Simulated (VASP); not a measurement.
# Ba (P6/mmm) in VASP: a series of runs, part 2 of 2

VASP 6.6.1. Earlier steps stand in the parts before.

## (3) Single point, PBE

This run uses another cell than the first one: it holds 2 atoms, not 1.

Input file INCAR:

```
SYSTEM = Ba
PREC = Accurate
ENCUT = 520
EDIFF = 1E-6
ISMEAR = 0
SIGMA = 0.1
LREAL = .FALSE.
LASPH = .TRUE.
NELM = 80
ALGO = Normal
ISIF = 2
LWAVE = .FALSE.
LCHARG = .FALSE.
GGA = PE
NBANDS = 17
```

Input file KPOINTS:

```
regular mesh
0
G
  3 3 4
  0 0 0
```

Input file POSCAR:

```
Ba
1.0
    4.1224383629      0.0000000019      0.0000000000
   -2.0612191830      3.5701363468      0.0000000000
    0.0000000000      0.0000000000      7.5151409519
Ba
2
Direct
    0.0000000000      0.0000000000      0.2486740353
    0.0000000000      0.0000000000      0.7513259647
```

Potentials or basis: VASP PAW PBE potentials, release 64 (Ba_sv).

The run is started by

```bash
$ cat potpaw_PBE.64/Ba_sv/POTCAR > POTCAR
$ mpirun -np 1 vasp_std > vasp.out
```

OUTCAR:

```text
SYSTEM = Ba
   PREC = Accurate
   ENCUT = 520
   EDIFF = 1E-6
   ISMEAR = 0
   LREAL = .FALSE.
   LASPH = .TRUE.
   NELM = 80
   ISIF = 2
   GGA = PE

 ion  position               nearest neighbor table
   1  0.000  0.000  0.249-   2 3.74   2 3.78
   2  0.000  0.000  0.751-   1 3.74   1 3.78

  LATTYP: Found a hexagonal cell.
 ALAT       =     4.1224383629
 C/A-ratio  =     1.8229844307

  Lattice vectors:

 A1 = (   4.1224383629,   0.0000000019,   0.0000000000)
[... 350 lines left out ...]

  FORCE on cell =-STRESS in cart. coord.  units (eV):
  Direction    XX          YY          ZZ          XY          YZ          ZX
  --------------------------------------------------------------------------------------
  -------------------------------------------------------------------------------------
  Total        0.1131214      0.1131214      0.1596168      0.0000000      0.0000000      0.0000000
  in kB        1.6386236      1.6386236      2.3121341      0.0000000      0.0000000      0.0000000
  external PRESSURE =       1.8631271 kB  Pullay stress =       0.0000000 kB

 VOLUME and BASIS-vectors are now :
 -----------------------------------------------------------------------------
  energy-cutoff  :      520.00
  volume of cell :      110.61
      direct lattice vectors                 reciprocal lattice vectors
     4.122438363  0.000000002  0.000000000     0.242574882  0.140050674  0.000000000
    -2.061219183  3.570136347  0.000000000    -0.000000000  0.280101347  0.000000000
     0.000000000  0.000000000  7.515140952     0.000000000  0.000000000  0.133064703

 POSITION                                       TOTAL-FORCE (eV/Angst)
 -----------------------------------------------------------------------------------
      0.00000      0.00000      1.86882        -0.000000      0.000000      0.014291
      0.00000      0.00000      5.64632         0.000000     -0.000000     -0.014291
 -----------------------------------------------------------------------------------
    total drift:                               -0.000000     -0.000000     -0.000000

  FREE ENERGIE OF THE ION-ELECTRON SYSTEM (eV)
  ---------------------------------------------------
  free  energy   TOTEN  =        -3.4048262227 eV

  energy  without entropy=       -3.3834545386  energy(sigma->0) =       -3.39414038
```

stdout:

```text
POSCAR found type information on POSCAR Ba
 POSCAR found :  1 types and       2 ions
 scaLAPACK will be used
 LDA part: xc-table for (Slater+PW92), standard interpolation
 POSCAR, INCAR and KPOINTS ok, starting setup
 FFT: planning ... GRIDC
 FFT: planning ... GRID_SOFT
 FFT: planning ... GRID
 WAVECAR not read
 entering main loop
```

Wall time 8.8 s (1 thread of Intel Xeon 6975P-C (Granite Rapids), shared host); peak memory 0.22 GiB.

Results:

```yaml
Free_energy: -3.4048 eV
Pressure: 0.2 GPa
Largest_force: 0.014 eV/Å
Band_gap_on_the_k_mesh: zero (band 10 reaches 2.43 eV, above the bottom of band 11 at 2.20 eV)
```

Forces on the atoms (eV/Å):
```
Ba   0.000  0.000  0.014
Ba   0.000  0.000 -0.014
```

Caveat: the k points lie up to 0.59 Å⁻¹ apart; spin-orbit coupling is left out, which moves the levels of the heavy elements.

## (4) Single point, PBE

This run uses another cell than the first one: it holds 2 atoms, not 1.

Input file INCAR:

```
SYSTEM = Ba
ALGO     = Normal         ! electronic algorithm
EDIFF    = 1E-6           ! SCF threshold, eV
ENCUT    = 520            ! plane-wave cutoff, eV
GGA      = PE             ! functional
ISIF     = 2              ! what is computed and relaxed
ISMEAR   = 0              ! smearing method
LASPH    = .TRUE.         ! aspherical terms in the spheres
LCHARG   = .FALSE.        ! write CHGCAR
LREAL    = .FALSE.        ! projectors in reciprocal space
LWAVE    = .FALSE.        ! write WAVECAR
NBANDS   = 17             ! bands
NELM     = 80             ! most SCF steps
PREC     = Accurate       ! precision mode
SIGMA    = 0.1            ! smearing width, eV
```

Input file KPOINTS:

```
k-points
0
G
  3 3 4
  0 0 0
```

Input file POSCAR:

```
Ba
1.0
    6.4052841500      0.0000000000      0.0000000000
   -3.2026420800      5.5471387900      0.0000000000
    0.0000000000      0.0000000000      5.4776597000
Ba
2
Direct
    0.0000000000      0.0000000000      0.2666746400
    0.0000000000      0.0000000000      0.7333253600
```

The run is started by

```bash
$ cat potpaw_PBE.64/Ba_sv/POTCAR > POTCAR
$ mpirun -np 1 vasp_std > vasp.out
```

Wall time 19 s (1 thread of Intel Xeon 6975P-C (Granite Rapids), shared host); peak memory 0.28 GiB.

Results (log left out):

```
Free energy            : 1.4416 eV
Pressure               : 5.9 GPa
Largest force          : 6.379 eV/Å
Band gap on the k mesh : zero (band 10 reaches 0.93 eV, above the bottom of band 11 at -0.74 eV)
```

Forces on the atoms (eV/Å):
```
Ba   0.000  0.000 -6.379
Ba   0.000  0.000  6.379
```

Stress tensor (GPa, compression positive):
```
-1.16  0.00  0.00
 0.00 -1.16  0.00
 0.00  0.00 19.92
```

Levels at points of the mesh, in eV from the Fermi level:
```csv
k point,band 8,band 9,band 10,band 11,band 12,band 13
"(0.00, 0.00, 0.00)",-9.93,-1.61,-0.77,-0.77,0.54,0.54
"(0.00, 0.00, 0.50)",-13.31,-0.56,-0.16,1.42,1.42,1.80
```

Caveat: the k points lie up to 0.38 Å⁻¹ apart; spin-orbit coupling is left out, which moves the levels of the heavy elements; forces of over 1 eV/Å act on the atoms, so gaps and moduli don't describe the material at rest.

## (5) Relaxation of cell and atoms, PBE

This run uses another cell than the first one, of 55.30 Å³/atom, 0.876 times its volume.

Input file INCAR:

```
PREC     = Accurate       # precision mode
ENCUT    = 600            # plane-wave cutoff, eV
EDIFF    = 1E-6           # SCF threshold, eV
ISMEAR   = 0              # smearing method
SIGMA    = 0.1            # smearing width, eV
LREAL    = False          # projectors in reciprocal space
LASPH    = True           # aspherical terms in the spheres
NELM     = 100            # most SCF steps
ALGO     = Fast           # electronic algorithm
ISIF     = 3              # what is computed and relaxed
LWAVE    = False          # write WAVECAR
LCHARG   = False          # write CHGCAR
GGA      = PE             # functional
IBRION   = 2              # ionic algorithm
NSW      = 90             # ionic steps
EDIFFG   = -0.04          # ionic threshold
```

Input file KPOINTS:

```
regular mesh
0
Gamma
  6 6 4
```

Input file POSCAR:

```
Ba
1.0
    4.1224383629      0.0000000000      0.0000000000
   -2.0612191814      3.5701363478      0.0000000000
    0.0000000000      0.0000000000      3.7575704759
Ba
1
Direct
    0.0000000000      0.0000000000      0.5000000000
```

The run is started by

```bash
$ cat potpaw_PBE.64/Ba_sv/POTCAR > POTCAR
$ mpirun -np 1 vasp_std > vasp.out
```

Wall time 27 s (1 thread of Intel Xeon 6975P-C (Granite Rapids), shared host); peak memory 0.2 GiB.

The run converged. Its results:

| Quantity | Value |
| --- | --- |
| Free energy | -1.7196 eV |
| Relaxed volume | 64.09 Å³/atom |
| Relaxed cell | a = 4.298 Å, b = 4.298 Å, c = 4.006 Å, α = 90.00°, β = 90.00°, γ = 120.00° |
| Space group after relaxing (to 0.05 Å) | P6/mmm (No. 191) |
| Energy gained by relaxing | 37.8 meV/atom |
| Ionic steps | 4 |
| Pressure after relaxing | 0.0 GPa |
| Band gap on the k mesh | zero (band 5 reaches 1.92 eV, above the bottom of band 6 at 1.52 eV) |

Stress tensor (GPa, compression positive):
```
 0.01  0.00  0.00
 0.00  0.01  0.00
 0.00  0.00 -0.10
```

The path:
| step | energy change (eV) | largest force (eV/Å) | pressure (GPa) | volume (Å³) |
| --- | --- | --- | --- | --- |
| 1 | 0.0000 | 0.0000 | 1.47 | 55.30 |
| 2 | -0.0289 | 0.0000 | 0.68 | 59.47 |
| 3 | -0.0346 | 0.0000 | -0.32 | 66.66 |
| 4 | -0.0378 | 0.0000 | -0.03 | 64.09 |

Final structure:
```cif
data_structure
_symmetry_space_group_name_H-M 'P 1'
_symmetry_Int_Tables_number 1
_cell_length_a 4.2982
_cell_length_b 4.2982
_cell_length_c 4.0060
_cell_angle_alpha 90.000
_cell_angle_beta 90.000
_cell_angle_gamma 120.000
_cell_volume 64.09
loop_
_atom_site_label
_atom_site_type_symbol
_atom_site_fract_x
_atom_site_fract_y
_atom_site_fract_z
_atom_site_occupancy
Ba1 Ba 0.00000 0.00000 0.50000 1
```

Levels at points of the mesh, in eV from the Fermi level:
| k point | band 2 | band 3 | band 4 | band 5 | band 6 | band 7 | band 8 | band 9 |
| --- | --- | --- | --- | --- | --- | --- | --- | --- |
| (0.00, 0.00, 0.00) | -14.04 | -14.04 | -14.00 | -2.69 | 0.14 | 1.71 | 1.71 | 4.72 |
| (0.50, 0.00, 0.00) | -14.54 | -14.15 | -13.95 | -0.92 | 0.48 | 0.99 | 2.71 | 4.28 |
| (0.00, 0.00, 0.50) | -14.63 | -13.98 | -13.98 | -0.88 | 0.60 | 2.23 | 2.23 | 2.71 |
| (0.50, 0.00, 0.50) | -14.54 | -14.45 | -14.09 | -0.78 | 0.17 | 1.92 | 3.28 | 3.57 |

Caveat: the k points lie up to 0.39 Å⁻¹ apart in the final cell; the volume moved by over 15 % at a fixed basis, so the end points are rough; spin-orbit coupling is left out, which moves the levels of the heavy elements.

## (6) The runs side by side

| task | cell | k mesh | cutoff (eV) | gap on the mesh (eV) | pressure (GPa) | largest force (eV/Å) |
| --- | --- | --- | --- | --- | --- | --- |
| single point | a = 4.279, b = 4.279, c = 3.982 Å, angles 90.0, 90.0, 120.0°, 1 atom | 6 × 6 × 4 | 520 | none | 0.1 | - |
| single point | a = 4.122, b = 4.122, c = 7.515 Å, angles 90.0, 90.0, 120.0°, 2 atoms | 3 × 3 × 4 | 520 | none | 0.2 | 0.01 |
| single point | a = 6.405, b = 6.405, c = 5.478 Å, angles 90.0, 90.0, 120.0°, 2 atoms | 3 × 3 × 4 | 520 | none | 5.9 | 6.38 |
| relaxation of cell and atoms | relaxed from a = 4.122, b = 4.122, c = 3.758 Å, angles 90.0, 90.0, 120.0°, 1 atom | 6 × 6 × 4 | 600 | none | 0.0 | - |

Alike in all rows: level PBE; potentials or basis VASP PAW PBE potentials, release 64 (Ba_sv); no spin polarisation; smearing gaussian 0.1 eV.

Caveats: all runs use coarse meshes; spin-orbit coupling is left out, which moves the levels of the heavy elements; forces of over 1 eV/Å act on the atoms, so gaps and moduli don't describe the material at rest (some runs); the volume moved by over 15 % at a fixed basis, so the end points are rough (some runs).

Absolute energies hang on the potentials; compare differences alone.
